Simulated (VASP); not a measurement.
Crystal: MgH2.

```
Mg H
1.0
    -1.77125    1.77125    4.96433
     1.77125   -1.77125    4.96433
     1.77125    1.77125   -4.96433
Mg H
2 4
Direct
  0.00000 0.00000 0.00000
  0.75000 0.25000 0.50000
  0.80262 0.80262 0.00000
  0.94738 0.44738 0.50000
  0.55262 0.05262 0.50000
  0.19738 0.19738 0.00000
```

| Property | Result |
| --- | --- |
| Program | VASP 6.6.1 |
| Task | relaxation of cell and atoms |
| Functional | PBE |
| Potentials or basis | VASP PAW PBE potentials, release 64 (Mg, H) |
| Cutoff | 600 eV |
| k mesh | 6 × 6 × 6 |
| Occupations | gaussian, width 0.1 eV |
| Spin | no spin polarisation |

At the start: pressure 5.8 GPa; volume 10.38 Å³/atom.

Task: How do energy, volume and symmetry change on relaxing?

Result: Over 9 steps the energy falls by 35.9 meV/atom and the volume is 11.43 Å³/atom (+10.1 %); space group I4_1/amd (No. 141, to 0.05 Å).

Step by step:
| step | energy change (eV) | largest force (eV/Å) | pressure (GPa) | volume (Å³) |
| --- | --- | --- | --- | --- |
| 1 | 0.0000 | 0.2538 | 5.78 | 62.30 |
| 2 | -0.1066 | 0.1994 | 2.56 | 65.73 |
| 3 | -0.1453 | 0.1164 | -1.41 | 71.42 |
| 4 | -0.1493 | 0.1347 | -0.61 | 70.10 |
| 5 | -0.1624 | 0.1236 | -0.56 | 69.94 |
| 6 | -0.1930 | 0.0975 | -0.38 | 69.44 |
| 7 | -0.2107 | 0.0793 | 0.20 | 68.26 |
| 8 | -0.2123 | 0.0810 | 0.05 | 68.52 |
| 9 | -0.2155 | 0.0019 | -0.16 | 68.57 |

Final structure:
```
CELL_PARAMETERS angstrom
-1.90359 1.90359 4.73094
1.90359 -1.90359 4.73094
1.90359 1.90359 -4.73094
ATOMIC_POSITIONS crystal
Mg 0.00000 0.00000 0.00000
Mg 0.75000 0.25000 0.50000
H 0.78990 0.78990 0.00000
H 0.96010 0.46010 0.50000
H 0.53990 0.03990 0.50000
H 0.21010 0.21010 0.00000
```
